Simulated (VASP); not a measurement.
# Al in VASP: further runs

Al is run at these levels: PBE; tasks: single point, relaxation of cell and atoms.

Everything below comes from runs of VASP 6.6.1. Logs are shortened: lines on timing, memory, paths and dates and some standing lists are left out, and cuts for length are marked.

## 1. The cell of the first run

It takes space group Cmcm (No. 63, orthorhombic). Conventional cell: a = 2.812 Å, b = 4.871 Å, c = 4.867 Å, α = 90.00°, β = 90.00°, γ = 90.00°. Al (site symmetry m2m) has 12 Al at 2.81 to 2.94 Å within 3.7 Å.

## 2. Single point, PBE

Contents of INCAR:

```
SYSTEM = Al
PREC = Accurate
ENCUT = 520
EDIFF = 1E-7
ISMEAR = 0
SIGMA = 0.1
LREAL = .FALSE.
LASPH = .TRUE.
NELM = 100
ALGO = Normal
ISIF = 2
LWAVE = .FALSE.
LCHARG = .FALSE.
GGA = PE
NBANDS = 10
```

Contents of KPOINTS:

```
Automatic mesh
0
G
  2 4 2
  0 0 0
```

Contents of POSCAR:

```
Al
1.0
    2.8124553515      0.0000000000      0.0000000000
   -1.4062276757      2.4356577814      0.0000000000
    0.0000000000      0.0000000000      4.8668500000
Al
2
Direct
    0.6666666667      0.3333333333      0.7500000000
    0.3435975011      0.6871950021      0.2500000000
```

Potentials or basis: VASP PAW PBE potentials, release 64 (Al).

Launch:

```console
cat potpaw_PBE.64/Al/POTCAR > POTCAR
mpirun -np 1 vasp_std > vasp.out
```

OUTCAR:

```text
SYSTEM = Al
   PREC = Accurate
   ENCUT = 520
   EDIFF = 1E-7
   ISMEAR = 0
   LREAL = .FALSE.
   LASPH = .TRUE.
   NELM = 100
   ISIF = 2
   GGA = PE

 ion  position               nearest neighbor table
   1  0.667  0.333  0.750-   2 2.90   2 2.90   2 2.94   2 2.94   2 2.94   2 2.94
   2  0.344  0.687  0.250-   1 2.90   1 2.90   1 2.94   1 2.94   1 2.94   1 2.94

  LATTYP: Found a hexagonal cell.
 ALAT       =     2.8124553515
 C/A-ratio  =     1.7304630267

  Lattice vectors:

 A1 = (   2.8124553515,   0.0000000000,   0.0000000000)
 A2 = (  -1.4062276757,   2.4356577814,   0.0000000000)
 A3 = (   0.0000000000,   0.0000000000,   4.8668500000)

Analysis of symmetry for initial positions (statically):
=====================================================================
 Subroutine PRICEL returns:
 Original cell was already a primitive cell.

 Routine SETGRP: Setting up the symmetry group for a
 hexagonal supercell.

 Subroutine GETGRP returns: Found  8 space group operations
 (whereof  2 operations were pure point group operations)
 out of a pool of 24 trial point group operations.

The static configuration has the point symmetry C_1h.
 The point group associated with its full space group is D_2h.

Analysis of symmetry for dynamics (positions and initial velocities):
=====================================================================
 Subroutine PRICEL returns:
 Original cell was already a primitive cell.

 Routine SETGRP: Setting up the symmetry group for a
 hexagonal supercell.

 Subroutine GETGRP returns: Found  8 space group operations
 (whereof  2 operations were pure point group operations)
 out of a pool of 24 trial point group operations.

The dynamic configuration has the point symmetry C_1h.
 The point group associated with its full space group is D_2h.

 Subroutine INISYM returns: Found  8 space group operations
 (whereof  2 operations are pure point group operations),
 and found     1 'primitive' translations

----------------------------------------------------------------------------------------

                                     Primitive cell

  volume of cell :      33.3388

  direct lattice vectors                    reciprocal lattice vectors
     2.812455352  0.000000000  0.000000000     0.355561200  0.205283355  0.000000000
    -1.406227676  2.435657781  0.000000000     0.000000000  0.410566709  0.000000000
     0.000000000  0.000000000  4.866850000     0.000000000  0.000000000  0.205471712

  length of vectors
     2.812455352  2.812455351  4.866850000     0.410566709  0.410566709  0.205471712

  position of ions in fractional coordinates (direct lattice)
     0.666666667  0.333333333  0.750000000
     0.343597501  0.687195002  0.250000000

  ion indices of the primitive-cell ions
   primitive index   ion index
                 1           1
                 2           2

----------------------------------------------------------------------------------------

 KPOINTS: Automatic mesh

Automatic generation of k-mesh.
 Grid dimensions read from file:
 generate k-points for:    2    4    2

 Generating k-lattice:

  Cartesian coordinates                     Fractional coordinates (reciprocal lattice)
     0.177780600  0.102641677  0.000000000     0.500000000  0.000000000  0.000000000
     0.000000000  0.102641677  0.000000000     0.000000000  0.250000000  0.000000000
     0.000000000  0.000000000  0.102735856     0.000000000  0.000000000  0.500000000

  Length of vectors
     0.205283355  0.102641677  0.102735856

  Shift w.r.t. Gamma in fractional coordinates (k-lattice)
     0.000000000  0.000000000  0.000000000

 -----------------------------------------------------------------------------
|                                                                             |
|           W    W    AA    RRRRR   N    N  II  N    N   GGGG   !!!           |
|           W    W   A  A   R    R  NN   N  II  NN   N  G    G  !!!           |
|           W    W  A    A  R    R  N N  N  II  N N  N  G       !!!           |
|           W WW W  AAAAAA  RRRRR   N  N N  II  N  N N  G  GGG   !            |
|           WW  WW  A    A  R   R   N   NN  II  N   NN  G    G                |
|           W    W  A    A  R    R  N    N  II  N    N   GGGG   !!!           |
|                                                                             |
|     Your reciprocal lattice and k-lattice belong to different lattice       |
|     classes:                                                                |
|                                                                             |
|        The reciprocal lattice is hexagonal,                                 |
|        whereas your k-lattice is simple orthorhombic.                       |
|                                                                             |
|     Results are often still useful ...                                      |
|                                                                             |
 -----------------------------------------------------------------------------

 WARNING: IBZKPT: internal override: KBLOWUP is changed to .FALSE.
      ... skipping the blow-up phase ...

 Subroutine IBZKPT returns following result:
 ===========================================

 Found     10 irreducible k-points:

 Following reciprocal coordinates:
            Coordinates               Weight
  0.000000  0.000000  0.000000      1.000000
  0.500000 -0.000000  0.000000      2.000000
  0.000000  0.250000  0.000000      2.000000
  0.500000  0.250000  0.000000      2.000000
  0.000000  0.500000  0.000000      1.000000
  0.000000  0.000000  0.500000      1.000000
  0.500000 -0.000000  0.500000      2.000000
  0.000000  0.250000  0.500000      2.000000
  0.500000  0.250000  0.500000      2.000000
  0.000000  0.500000  0.500000      1.000000
   k-points           NKPTS =     10   k-points in BZ     NKDIM =     10   number of bands    NBANDS=     10
   number of dos      NEDOS =    301   number of ions     NIONS =      2
   total plane-waves  NPLWV =  20736
   dimension x,y,z NGX =    24 NGY =   24 NGZ =   36
   dimension x,y,z NGXF=    48 NGYF=   48 NGZF=   72
   ions per type =               2
   NGX,Y,Z   is equivalent  to a cutoff of  14.19, 14.19, 12.30 a.u.
   NGXF,Y,Z  is equivalent  to a cutoff of  28.37, 28.37, 24.59 a.u.
 SYSTEM =  Al
   PREC   = accura    normal or accurate (medium, high low for compatibility)
   ISTART =      0    job   : 0-new  1-cont  2-samecut
   ICHARG =      2    charge: 1-file 2-atom 10-const
   ISPIN  =      1    spin polarized calculation?
   LNONCOLLINEAR =      F non collinear calculations
   LSORBIT =      F    spin-orbit coupling
   LASPH  =      T    aspherical Exc in radial PAW
   ENCUT  =  520.0 eV  38.22 Ry    6.18 a.u.   5.23  5.23  9.05*2*pi/ulx,y,z
   NELM   =    100;   NELMIN=  2; NELMDL= -5     # of ELM steps
   EDIFF  = 0.1E-06   stopping-criterion for ELM
   LREAL  =      F    real-space projection
   EDIFFG = 0.1E-05   stopping-criterion for IOM
   NSW    =      0    number of steps for IOM
   IBRION =     -1    ionic relax: 0-MD 1-quasi-New 2-CG
   NFREE  =      0    steps in history (QN), initial steepest desc. (CG)
   ISIF   =      2    stress and relaxation
   ISYM   =      2    0-nonsym 1-usesym 2-fastsym
   POTIM  = 0.5000    time-step for ionic-motion
   TEBEG  =    0.0;   TEEND  =   0.0 temperature during run
   PSTRESS=    0.0 pullay stress
   NELECT =       6.0000    total number of electrons
   NUPDOWN=      -1.0000    fix difference up-down
   EMIN   =  10.00;   EMAX   =-10.00  energy-range for DOS
   EFERMI =   0.00;   METHOD = LEGACY
   ISMEAR =     0;   SIGMA  =   0.10  broadening in eV -4-tet -1-fermi 0-gaus
   EFERMI_NEDOS =   21; number of points for ismear=-14 and -15
   IALGO  =     38    algorithm
   IMIX   =      4    mixing-type and parameters
     AMIX     =   0.40;   BMIX     =  1.00
     AMIX_MAG =   1.60;   BMIX_MAG =  1.00
  volume/ion in A,a.u.               =      16.67       112.49
  Fermi-wavevector in a.u.,A,eV,Ry     =   0.924291  1.746656 11.623640  0.854313
  Thomas-Fermi vector in A             =   2.050021
   LORBIT       =      0    0 simple, 1 ext, 2 COOP (PROOUT), +10 PAW based schemes
   GGA     = PE    functional components
   LHFCALC =     F    Hartree Fock is set to
   AEXX    =    0.0000 exact exchange contribution
   IVDW    =     0    specifies the selected vdW correction
   LEPSILON=     F    determine dielectric tensor
   LRPA    =     F    only Hartree local field effects (RPA)
 non-spin polarized calculation
 Gauss-broadening in eV      SIGMA  =   0.10
  energy-cutoff  :      520.00
  volume of cell :       33.34
 maximum number of plane-waves:       920
 NGX is ok and might be reduce to    24
   NGX = 11   NGY = 11   NGZ = 19

 number of electron       6.0000000 magnetization

 Free energy of the ion-electron system (eV)
  ---------------------------------------------------
  ext. energy  EPLUGINS =         0.00000000
  ---------------------------------------------------
  free energy    TOTEN  =        -7.61122497 eV

  energy without entropy =       -7.59619619  energy(sigma->0) =       -7.60371058

 E-fermi :   8.3929     XC(G=0): -10.1577

 val. band max:        8.2006144782   @ k =   0.5000   0.2500   0.0000
 cond. band min:       8.4697686579   @ k =   0.5000   0.2500   0.5000
 fundamental gap:      0.2691541797
 Fermi energy:         8.3928585007

 k-point     1 :       0.0000    0.0000    0.0000
  band No.  band energies     occupation
      1      -3.1743      2.00000
      2       2.8249      2.00000
      3       3.0668      2.00000
      4      19.0048      0.00000
      5      19.3425      0.00000
      6      19.3590      0.00000
      7      19.5431      0.00000
      8      19.5677      0.00000
      9      20.2775      0.00000
     10      22.5798      0.00000

 k-point     2 :       0.5000   -0.0000    0.0000
  band No.  band energies     occupation
      1       2.8610      2.00000
      2       2.9733      2.00000
      3       8.4793      0.22166
      4       8.4814      0.21073
      5       9.2460      0.00000
      6       9.3824      0.00000
      7      14.1412      0.00000
      8      15.7002      0.00000
      9      19.2364      0.00000
     10      19.7852      0.00000

 k-point     3 :       0.0000    0.2500    0.0000
  band No.  band energies     occupation
      1      -1.6233      2.00000
      2       4.3257      2.00000
      3       4.5235      2.00000
      4      10.3993      0.00000
      5      15.4625      0.00000
      6      15.4673      0.00000
      7      16.1766      0.00000
      8      17.2018      0.00000
      9      20.3865      0.00000
     10      21.0978      0.00000

 k-point     4 :       0.5000    0.2500    0.0000
  band No.  band energies     occupation
      1       1.4251      2.00000
      2       6.6043      2.00000
      3       7.3605      2.00000
      4       7.4155      2.00000
      5       8.2006      1.99345
      6      12.8783      0.00000
      7      13.0347      0.00000
      8      13.7912      0.00000
      9      13.9440      0.00000
     10      23.6153      0.00000

 k-point     5 :       0.0000    0.5000    0.0000
  band No.  band energies     occupation
      1       2.8721      2.00000
      2       2.9622      2.00000
      3       8.5496      0.02663
      4       8.5653      0.01475
      5       9.1771      0.00000
      6       9.2786      0.00000
      7      14.1434      0.00000
      8      15.6458      0.00000
      9      19.2263      0.00000
     10      19.7950      0.00000

 k-point     6 :       0.0000    0.0000    0.5000
  band No.  band energies     occupation
      1      -1.6216      2.00000
      2      -1.6216      2.00000
      3      10.2777      0.00000
      4      10.2777      0.00000
      5      20.3605      0.00000
      6      20.3605      0.00000
      7      20.3735      0.00000
      8      20.3735      0.00000
      9      21.1802      0.00000
     10      21.1831      0.00000

 k-point     7 :       0.5000   -0.0000    0.5000
  band No.  band energies     occupation
      1       4.0832      2.00000
      2       4.0832      2.00000
      3       4.8091      2.00000
      4       4.8091      2.00000
      5      15.3333      0.00000
      6      15.3333      0.00000
      7      15.4634      0.00000
      8      15.4634      0.00000
      9      15.7968      0.00000
     10      15.7968      0.00000

 k-point     8 :       0.0000    0.2500    0.5000
  band No.  band energies     occupation
      1      -0.0869      2.00000
      2      -0.0869      2.00000
      3      11.2065      0.00000
      4      11.2065      0.00000
      5      12.2943      0.00000
      6      12.2943      0.00000
      7      16.7920      0.00000
      8      16.7920      0.00000
      9      18.5681      0.00000
     10      18.5681      0.00000

 k-point     9 :       0.5000    0.2500    0.5000
  band No.  band energies     occupation
      1       2.9206      2.00000
      2       2.9206      2.00000
      3       8.4698      0.27674
      4       8.4698      0.27674
      5       9.2894      0.00000
      6       9.2894      0.00000
      7      14.8730      0.00000
      8      14.8730      0.00000
      9      19.8687      0.00000
     10      19.8687      0.00000

 k-point    10 :       0.0000    0.5000    0.5000
  band No.  band energies     occupation
      1       4.0782      2.00000
      2       4.0782      2.00000
      3       4.8194      2.00000
      4       4.8194      2.00000
      5      15.2715      0.00000
      6      15.2715      0.00000
      7      15.4755      0.00000
      8      15.4755      0.00000
      9      15.7632      0.00000
     10      15.7632      0.00000

------------------------ aborting loop because EDIFF is reached ----------------------------------------

  FORCE on cell =-STRESS in cart. coord.  units (eV):
  Direction    XX          YY          ZZ          XY          YZ          ZX
  --------------------------------------------------------------------------------------
  -------------------------------------------------------------------------------------
  Total        4.8188354     -1.7064437     -2.3829312     -0.0000000      0.0000000      0.0000000
  in kB      231.5809361    -82.0073333   -114.5175952     -0.0000000      0.0000000      0.0000000
  external PRESSURE =      11.6853358 kB  Pullay stress =       0.0000000 kB

 VOLUME and BASIS-vectors are now :
 -----------------------------------------------------------------------------
  energy-cutoff  :      520.00
  volume of cell :       33.34
      direct lattice vectors                 reciprocal lattice vectors
     2.812455352  0.000000000  0.000000000     0.355561200  0.205283355  0.000000000
    -1.406227676  2.435657781  0.000000000     0.000000000  0.410566709  0.000000000
     0.000000000  0.000000000  4.866850000     0.000000000  0.000000000  0.205471712

 POSITION                                       TOTAL-FORCE (eV/Angst)
 -----------------------------------------------------------------------------------
      1.40623      0.81189      3.65014        -0.000000     -0.111918      0.000000
      0.00000      1.67377      1.21671         0.000000      0.111918      0.000000
 -----------------------------------------------------------------------------------
    total drift:                                0.000000      0.000000     -0.000000

  FREE ENERGIE OF THE ION-ELECTRON SYSTEM (eV)
  ---------------------------------------------------
  free  energy   TOTEN  =        -7.6112249694 eV

  energy  without entropy=       -7.5961961891  energy(sigma->0) =       -7.60371058
```

Run time: 3.1 s. Hardware: 1 thread of Intel Xeon 6975P-C, shared host; peak memory 0.14 GiB.

Results:

* Free energy: -7.6112 eV
* Pressure: 1.2 GPa
* Largest force: 0.112 eV/Å
* Band gap on the k mesh: zero (band 3 reaches 11.21 eV, above the bottom of band 4 at 4.81 eV)

Forces on the atoms (eV/Å):
```
Al   0.000 -0.112  0.000
Al   0.000  0.112  0.000
```

Caveat: the k points lie up to 1.29 Å⁻¹ apart.

## 3. Relaxation of cell and atoms, PBE

Contents of INCAR:

```
SYSTEM = Al
  ALGO = Normal
  EDIFF = 1E-6
  EDIFFG = -0.006
  ENCUT = 600
  GGA = PE
  IBRION = 2
  ISIF = 3
  ISMEAR = 0
  LASPH = .TRUE.
  LCHARG = .FALSE.
  LREAL = .FALSE.
  LWAVE = .FALSE.
  NELM = 80
  NSW = 25
  PREC = Accurate
  SIGMA = 0.1
```

Contents of KPOINTS:

```
k-points
0
G
  3 3 1
  0 0 0
```

Changes to POSCAR since step 2:

```diff
@@ -9,2 +9,2 @@
     0.6666666667      0.3333333333      0.7500000000
-    0.3435975011      0.6871950021      0.2500000000
+    0.3333333333      0.6666666667      0.2500000000
```

Potentials or basis: VASP PAW PBE potentials, release 64 (Al).

Launch:

```console
cat potpaw_PBE.64/Al/POTCAR > POTCAR
mpirun -np 1 vasp_std > vasp.out
```

Wall time 8.9 s (1 thread of Intel Xeon 6975P-C, shared host); peak memory 0.15 GiB.

The run converged, but its numbers aren't listed here, since they failed a check.

Caveat: the k points lie up to 1.17 Å⁻¹ apart in the final cell; the mesh shows a gap though the element is a metal.

## 4. Single point, PBE

Contents of INCAR:

```
PREC     = Accurate       # precision mode
ENCUT    = 520            # plane-wave cutoff, eV
EDIFF    = 1E-6           # SCF threshold, eV
ISMEAR   = 0              # smearing method
SIGMA    = 0.1            # smearing width, eV
LREAL    = F              # projectors in reciprocal space
LASPH    = T              # aspherical terms in the spheres
NELM     = 60             # most SCF steps
ALGO     = Fast           # electronic algorithm
ISIF     = 2              # what is computed and relaxed
LWAVE    = F              # write WAVECAR
LCHARG   = T              # write CHGCAR
GGA      = PE             # functional
LELF     = T              # ELF
LVHAR    = T            
NBANDS   = 10             # bands
```

Contents of KPOINTS:

```
Automatic mesh
0
Gamma
  9 9 6
```

Contents of POSCAR:

```
Al
1.0
    2.8124553515      0.0000000000      0.0000000000
   -1.4062276757      2.4356577814      0.0000000000
    0.0000000000      0.0000000000      4.8668500000
Al
2
Direct
    0.6666666700      0.3333333300      0.7500000000
    0.3333333300      0.6666666700      0.2500000000
```

Launch:

```console
cat potpaw_PBE.64/Al/POTCAR > POTCAR
mpirun -np 1 vasp_std > vasp.out
```

Run time: 6.5 s. Hardware: 1 thread of Intel Xeon 6975P-C, shared host; peak memory 0.15 GiB.

Results (log left out):

| Quantity | Value |
| --- | --- |
| Free energy | -7.4265 eV |
| Pressure | 0.1 GPa |
| Band gap on the k mesh | zero (band 3 reaches 11.21 eV, above the bottom of band 4 at 5.03 eV) |

Stress tensor (GPa, compression positive):
```
 0.49  0.00  0.00
 0.00  0.49  0.00
 0.00  0.00 -0.62
```

Levels at points of the mesh, in eV from the Fermi level:
```
           k point  band 1  band 2  band 3  band 4  band 5  band 6  band 7
(0.00, 0.00, 0.00)  -11.04   -5.04   -4.81   11.18   11.46   11.46   11.68
(0.00, 0.00, 0.50)   -9.49   -9.49    2.41    2.41   12.50   12.50   12.50
```
